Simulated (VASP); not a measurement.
# Li32H31 (a cell with a defect) in VASP: single point with PBEsol

Aim: the single point of Li32H31 (a cell with a defect) with PBEsol.

All numbers are computed with VASP 6.6.1; they aren't measurements. Logs are shortened: lines on timing, memory, paths and dates and some standing lists are left out, and cuts for length are marked.

**1. The cell of the first run**

The cell holds a defect, 63 atoms: a = 7.960 Å, b = 7.960 Å, c = 7.960 Å, α = 90.00°, β = 90.00°, γ = 90.00°.

**2. Single point, PBEsol**

Contents of INCAR:

```
SYSTEM = Li32H31
ALGO = Normal
EDIFF = 1E-6
ENCUT = 520
GGA = PS
ISIF = 2
ISMEAR = -1
ISYM = 0
LASPH = .True.
LCHARG = .False.
LREAL = Auto
LWAVE = .False.
NBANDS = 100
NELECT = 126.0
NELM = 60
PREC = Accurate
SIGMA = 0.05
```

Contents of KPOINTS:

```
Automatic mesh
0
Gamma
  1 1 1
  0.25 0.25 0.25
```

Contents of POSCAR:

```
Li32H31
1.0
    7.9599380000      0.0000000000      0.0000000000
    0.0000000000      7.9599380000      0.0000000000
    0.0000000000      0.0000000000      7.9599380000
H Li
31 32
Direct
    0.2504870000      0.0001930000      0.0000990000
    0.2503070000      0.0005210000      0.4994320000
    0.2506380000      0.5002350000      0.0000070000
    0.7502940000      0.0002070000      0.9999940000
    0.7503890000      0.0005760000      0.4995560000
    0.7503940000      0.5002060000      0.0000520000
    0.7504560000      0.5005940000      0.5000090000
    0.0018190000      0.2514880000      0.9997060000
    0.0046570000      0.2545340000      0.5004640000
    0.0016590000      0.7491590000      0.9997210000
    0.0052010000      0.7455250000      0.4997890000
    0.4990220000      0.2512800000      0.9997130000
    0.4953330000      0.2553700000      0.5001520000
    0.4991850000      0.7487980000      0.9998080000
    0.4963590000      0.7458990000      0.4994600000
    0.0016630000      0.0001260000      0.2511940000
    0.0016380000      0.0004200000      0.7486460000
    0.0049390000      0.5006880000      0.2540990000
    0.0052180000      0.5002120000      0.7450190000
    0.4992590000      0.0004410000      0.2509610000
    0.4989580000      0.0004970000      0.7484190000
    0.4954920000      0.5000440000      0.2551300000
    0.4958770000      0.4997770000      0.7455750000
    0.2505630000      0.2547140000      0.2543120000
    0.2501700000      0.2550260000      0.7452260000
    0.2500880000      0.7454770000      0.2547910000
    0.2502380000      0.7461510000      0.7455100000
    0.7504630000      0.2517110000      0.2511470000
    0.7504560000      0.2514580000      0.7489130000
    0.7506720000      0.7489940000      0.2509330000
    0.7505470000      0.7489390000      0.7485500000
    0.9989050000      0.0002300000      0.9998260000
    0.9963000000      0.0002060000      0.4999290000
    0.9960890000      0.5002660000      0.9998760000
    0.9773330000      0.5001960000      0.4998170000
    0.5017900000      0.0003460000      0.9997220000
    0.5045450000      0.0004050000      0.5000070000
    0.5046550000      0.5003000000      0.9999950000
    0.5232630000      0.5000430000      0.4999490000
    0.2503660000      0.2458030000      0.0002090000
    0.2503440000      0.2275700000      0.4999510000
    0.2502200000      0.7547750000      0.9999520000
    0.2499320000      0.7733250000      0.4996750000
    0.7502040000      0.2488630000      0.0000040000
    0.7504930000      0.2456590000      0.4998020000
    0.7505450000      0.7516150000      0.9999410000
    0.7505820000      0.7547370000      0.4997350000
    0.2501620000      0.0001600000      0.2455900000
    0.2502900000      0.0004670000      0.7544650000
    0.2504610000      0.5004050000      0.2271730000
    0.2499260000      0.4997780000      0.7729540000
    0.7503940000      0.0000230000      0.2484380000
    0.7504960000      0.0003030000      0.7511880000
    0.7504830000      0.5003430000      0.2456260000
    0.7502250000      0.5002220000      0.7542160000
    0.0008030000      0.2507450000      0.2504560000
    0.0010300000      0.2510110000      0.7490240000
    0.0011560000      0.7492020000      0.2505680000
    0.0013110000      0.7491740000      0.7489870000
    0.4995050000      0.2507470000      0.2507590000
    0.4994550000      0.2511090000      0.7491140000
    0.4996730000      0.7496580000      0.2507370000
    0.4996310000      0.7495900000      0.7492470000
```

Potentials or basis: VASP PAW PBE potentials, release 64 (H, Li_sv).

Command:

```
cat potpaw_PBE.64/H/POTCAR potpaw_PBE.64/Li_sv/POTCAR > POTCAR
mpirun -np 1 vasp_std > vasp.out
```

OUTCAR:

```text
SYSTEM = Li32H31
   EDIFF = 1E-6
   ENCUT = 520
   GGA = PS
   ISIF = 2
   ISMEAR = -1
   ISYM = 0
   LASPH = .True.
   LREAL = Auto
   NELECT = 126.0
   NELM = 60
   PREC = Accurate

 ion  position               nearest neighbor table
   1  0.250  0.000  0.000-
   2  0.250  0.001  0.499-
   3  0.251  0.500  0.000-
   4  0.750  0.000  1.000-
   5  0.750  0.001  0.500-
   6  0.750  0.500  0.000-
[... 55 lines left out ...]
  62  0.500  0.750  0.251-
  63  0.500  0.750  0.749-

IMPORTANT INFORMATION: All symmetrisations will be switched off!
NOSYMM: (Re-)initialisation of all symmetry stuff for point group C_1.

----------------------------------------------------------------------------------------

                                     Primitive cell

  volume of cell :     504.3466

  direct lattice vectors                    reciprocal lattice vectors
     7.959938000  0.000000000  0.000000000     0.125629119  0.000000000  0.000000000
     0.000000000  7.959938000  0.000000000     0.000000000  0.125629119  0.000000000
     0.000000000  0.000000000  7.959938000     0.000000000  0.000000000  0.125629119

  length of vectors
     7.959938000  7.959938000  7.959938000     0.125629119  0.125629119  0.125629119

  position of ions in fractional coordinates (direct lattice)
     0.250487000  0.000193000  0.000099000
     0.250307000  0.000521000  0.499432000
     0.250638000  0.500235000  0.000007000
     0.750294000  0.000207000  0.999994000
     0.750389000  0.000576000  0.499556000
     0.750394000  0.500206000  0.000052000
[... 55 lines left out ...]
     0.499673000  0.749658000  0.250737000
     0.499631000  0.749590000  0.749247000

  ion indices of the primitive-cell ions
   primitive index   ion index
                 1           1
                 2           2
                 3           3
                 4           4
                 5           5
                 6           6
[... 55 lines left out ...]
                62          62
                63          63

----------------------------------------------------------------------------------------

 KPOINTS: Automatic mesh

Automatic generation of k-mesh.
 Grid dimensions read from file:
 generate k-points for:    1    1    1

 Generating k-lattice:

  Cartesian coordinates                     Fractional coordinates (reciprocal lattice)
     0.125629119  0.000000000  0.000000000     1.000000000  0.000000000  0.000000000
     0.000000000  0.125629119  0.000000000     0.000000000  1.000000000  0.000000000
     0.000000000  0.000000000  0.125629119     0.000000000  0.000000000  1.000000000

  Length of vectors
     0.125629119  0.125629119  0.125629119

  Shift w.r.t. Gamma in fractional coordinates (k-lattice)
     0.250000000  0.250000000  0.250000000

 Subroutine IBZKPT returns following result:
 ===========================================

 Found      4 irreducible k-points:

 Following reciprocal coordinates:
            Coordinates               Weight
  0.250000  0.250000  0.250000      2.000000
 -0.250000  0.250000  0.250000      2.000000
 -0.250000 -0.250000  0.250000      2.000000
  0.250000 -0.250000  0.250000      2.000000
   k-points           NKPTS =      4   k-points in BZ     NKDIM =      4   number of bands    NBANDS=    100
   number of dos      NEDOS =    301   number of ions     NIONS =     63
   total plane-waves  NPLWV = 216000
   dimension x,y,z NGX =    60 NGY =   60 NGZ =   60
   dimension x,y,z NGXF=   120 NGYF=  120 NGZF=  120
   ions per type =              31  32
   NGX,Y,Z   is equivalent  to a cutoff of  12.53, 12.53, 12.53 a.u.
   NGXF,Y,Z  is equivalent  to a cutoff of  25.06, 25.06, 25.06 a.u.
 SYSTEM =  Li32H31
   PREC   = accura    normal or accurate (medium, high low for compatibility)
   ISTART =      0    job   : 0-new  1-cont  2-samecut
   ICHARG =      2    charge: 1-file 2-atom 10-const
   ISPIN  =      1    spin polarized calculation?
   LNONCOLLINEAR =      F non collinear calculations
   LSORBIT =      F    spin-orbit coupling
   LASPH  =      T    aspherical Exc in radial PAW
   ENCUT  =  520.0 eV  38.22 Ry    6.18 a.u.  14.80 14.80 14.80*2*pi/ulx,y,z
   NELM   =     60;   NELMIN=  2; NELMDL= -5     # of ELM steps
   EDIFF  = 0.1E-05   stopping-criterion for ELM
   LREAL  =      T    real-space projection
   EDIFFG = 0.1E-04   stopping-criterion for IOM
   NSW    =      0    number of steps for IOM
   IBRION =     -1    ionic relax: 0-MD 1-quasi-New 2-CG
   NFREE  =      0    steps in history (QN), initial steepest desc. (CG)
   ISIF   =      2    stress and relaxation
   ISYM   =      0    0-nonsym 1-usesym 2-fastsym
   POTIM  = 0.5000    time-step for ionic-motion
   TEBEG  =    0.0;   TEEND  =   0.0 temperature during run
   PSTRESS=    0.0 pullay stress
   NELECT =     126.0000    total number of electrons
   NUPDOWN=      -1.0000    fix difference up-down
   EMIN   =  10.00;   EMAX   =-10.00  energy-range for DOS
   EFERMI =   0.00;   METHOD = LEGACY
   ISMEAR =    -1;   SIGMA  =   0.05  broadening in eV -4-tet -1-fermi 0-gaus
   EFERMI_NEDOS =   21; number of points for ismear=-14 and -15
   IALGO  =     38    algorithm
   IMIX   =      4    mixing-type and parameters
     AMIX     =   0.40;   BMIX     =  1.00
     AMIX_MAG =   1.60;   BMIX_MAG =  1.00
  volume/ion in A,a.u.               =       8.01        54.02
  Fermi-wavevector in a.u.,A,eV,Ry     =   1.031071  1.948442 14.464460  1.063108
  Thomas-Fermi vector in A             =   2.165201
   LORBIT       =      0    0 simple, 1 ext, 2 COOP (PROOUT), +10 PAW based schemes
   GGA     = PS    functional components
   LHFCALC =     F    Hartree Fock is set to
   AEXX    =    0.0000 exact exchange contribution
   IVDW    =     0    specifies the selected vdW correction
   LEPSILON=     F    determine dielectric tensor
   LRPA    =     F    only Hartree local field effects (RPA)
 non-spin polarized calculation
  energy-cutoff  :      520.00
  volume of cell :      504.35
 maximum number of plane-waves:     13577
   NGX = 29   NGY = 29   NGZ = 29

 number of electron     125.9999725 magnetization

 Free energy of the ion-electron system (eV)
  ---------------------------------------------------
  ext. energy  EPLUGINS =         0.00000000
  ---------------------------------------------------
  free energy    TOTEN  =      -193.53030934 eV

  energy without entropy =     -193.53030934  energy(sigma->0) =     -193.53030934

 E-fermi :   0.8100     XC(G=0):  -8.5801

 val. band max:       -0.4506129916   @ k =  -0.2500  -0.2500   0.2500
 cond. band min:       2.5683961599   @ k =   0.2500  -0.2500   0.2500
 fundamental gap:      3.0190091515
 Fermi energy:         0.8100107622

 k-point     1 :       0.2500    0.2500    0.2500
  band No.  band energies     occupation
      1     -43.6082      2.00000
      2     -43.6017      2.00000
      3     -43.6006      2.00000
      4     -43.5995      2.00000
      5     -43.5962      2.00000
      6     -43.5929      2.00000
[... 67 lines left out ...]
     74       5.2369      0.00000
     75       5.2379      0.00000

 k-point     2 :      -0.2500    0.2500    0.2500
  band No.  band energies     occupation
      1     -43.6082      2.00000
      2     -43.6017      2.00000
      3     -43.6006      2.00000
      4     -43.5995      2.00000
      5     -43.5962      2.00000
      6     -43.5929      2.00000
[... 67 lines left out ...]
     74       5.2357      0.00000
     75       5.2387      0.00000

 k-point     3 :      -0.2500   -0.2500    0.2500
  band No.  band energies     occupation
      1     -43.6082      2.00000
      2     -43.6017      2.00000
      3     -43.6006      2.00000
      4     -43.5995      2.00000
      5     -43.5962      2.00000
      6     -43.5929      2.00000
[... 67 lines left out ...]
     74       5.2358      0.00000
     75       5.2386      0.00000

 k-point     4 :       0.2500   -0.2500    0.2500
  band No.  band energies     occupation
      1     -43.6082      2.00000
      2     -43.6017      2.00000
      3     -43.6006      2.00000
      4     -43.5995      2.00000
      5     -43.5962      2.00000
      6     -43.5929      2.00000
[... 67 lines left out ...]
     74       5.2360      0.00000
     75       5.2385      0.00000
 [bands above 75 left out]

------------------------ aborting loop because EDIFF is reached ----------------------------------------

  FORCE on cell =-STRESS in cart. coord.  units (eV):
  Direction    XX          YY          ZZ          XY          YZ          ZX
  --------------------------------------------------------------------------------------
  -------------------------------------------------------------------------------------
  Total       -4.0779373     -4.0708500     -4.0786756      0.0097483      0.0071887      0.0094182
  in kB      -12.9545421    -12.9320278    -12.9568875      0.0309679      0.0228365      0.0299192
  external PRESSURE =     -12.9478191 kB  Pullay stress =       0.0000000 kB

 VOLUME and BASIS-vectors are now :
 -----------------------------------------------------------------------------
  energy-cutoff  :      520.00
  volume of cell :      504.35
      direct lattice vectors                 reciprocal lattice vectors
     7.959938000  0.000000000  0.000000000     0.125629119  0.000000000  0.000000000
     0.000000000  7.959938000  0.000000000     0.000000000  0.125629119  0.000000000
     0.000000000  0.000000000  7.959938000     0.000000000  0.000000000  0.125629119

 POSITION                                       TOTAL-FORCE (eV/Angst)
 -----------------------------------------------------------------------------------
      1.99386      0.00154      0.00079        -0.003311      0.001089     -0.003569
      1.99243      0.00415      3.97545        -0.000064     -0.004866      0.007937
      1.99506      3.98184      0.00006        -0.006091      0.000579      0.001302
      5.97229      0.00165      7.95989         0.002084      0.000347     -0.003356
      5.97305      0.00458      3.97643         0.000683     -0.006894      0.006223
      5.97309      3.98161      0.00041         0.000296      0.000766     -0.002436
[... 55 lines left out ...]
      3.97737      5.96723      1.99585         0.010271      0.006929     -0.012810
      3.97703      5.96669      5.96396         0.009000      0.006742      0.006525
 -----------------------------------------------------------------------------------
    total drift:                                0.014964      0.011014     -0.004928

  FREE ENERGIE OF THE ION-ELECTRON SYSTEM (eV)
  ---------------------------------------------------
  free  energy   TOTEN  =      -193.5303093434 eV

  energy  without entropy=     -193.5303093433  energy(sigma->0) =     -193.53030934
```

Run time: 4.5 min. Hardware: 1 thread of Intel Xeon Platinum 8488C (Sapphire Rapids), shared host; peak memory 0.55 GiB.

Results:

* Free energy: -193.5303 eV
* Largest force: 0.034 eV/Å

Forces in eV/Å, atoms in the order of the input:
```
H   -0.003  0.001 -0.004
H    0.000 -0.005  0.008
H   -0.006  0.001  0.001
H    0.002  0.000 -0.003
H    0.001 -0.007  0.006
H    0.000  0.001 -0.002
H   -0.003 -0.007 -0.002
H   -0.005  0.000  0.005
H    0.009  0.012 -0.017
H    0.000 -0.004  0.002
H   -0.001 -0.002  0.001
H    0.002  0.003  0.006
H    0.004 -0.008 -0.005
H   -0.001  0.005  0.003
H   -0.017 -0.005  0.012
H   -0.002  0.002 -0.002
H    0.000 -0.005  0.000
H    0.004 -0.014  0.013
H   -0.001  0.001  0.000
H   -0.003 -0.005  0.003
H    0.003 -0.004  0.004
H    0.001  0.005 -0.008
H   -0.009  0.013 -0.008
H   -0.009  0.006  0.009
H    0.002 -0.001 -0.001
H    0.007  0.001 -0.002
H    0.004 -0.015 -0.009
H   -0.002 -0.005  0.001
H   -0.003  0.000 -0.006
H   -0.005  0.001  0.003
H   -0.002  0.003  0.001
Li   0.001  0.000 -0.001
Li   0.006  0.003 -0.001
Li   0.013 -0.001  0.001
Li   0.032 -0.001 -0.001
Li  -0.001 -0.001  0.003
Li  -0.011 -0.002 -0.004
Li  -0.013 -0.003  0.000
Li  -0.024  0.009  0.002
Li   0.002  0.015 -0.003
Li  -0.004  0.026 -0.002
Li   0.005 -0.019 -0.002
Li   0.016 -0.029  0.008
Li   0.002  0.001 -0.004
Li  -0.003  0.020  0.004
Li  -0.003  0.000 -0.004
Li  -0.004 -0.016  0.003
Li   0.005  0.004  0.012
Li   0.000 -0.002 -0.018
Li  -0.001 -0.006  0.025
Li   0.014  0.012 -0.029
Li   0.000  0.004 -0.001
Li  -0.001  0.000  0.002
Li  -0.005 -0.001  0.012
Li   0.002  0.000 -0.012
Li  -0.003 -0.006 -0.008
Li  -0.011 -0.012  0.016
Li  -0.011  0.018 -0.012
Li  -0.014  0.020  0.014
Li   0.014 -0.005 -0.013
Li   0.014 -0.011  0.014
Li   0.010  0.007 -0.013
Li   0.009  0.007  0.007
```

Levels at points of the mesh, in eV from the Fermi level:
```tsv
k point	band 59	band 60	band 61	band 62	band 63	band 64	band 65	band 66	band 67	band 68
(0.25, 0.25, 0.25)	-1.34	-1.33	-1.31	-1.26	-1.26	1.76	3.45	3.45	3.66	3.99
```

Caveat: the k points lie up to 0.79 Å⁻¹ apart; the cell carries a net charge on a neutralising background, which shifts energy and pressure; the cell is charged against a uniform background, so pressure and absolute levels hang on convention; the cutoff is under 1.25 times the usual one of these potentials, so pressure, stress and relaxed cells hold a basis-set (Pulay) error; the PAW data sets were made with another functional, which shifts forces and pressure a little.
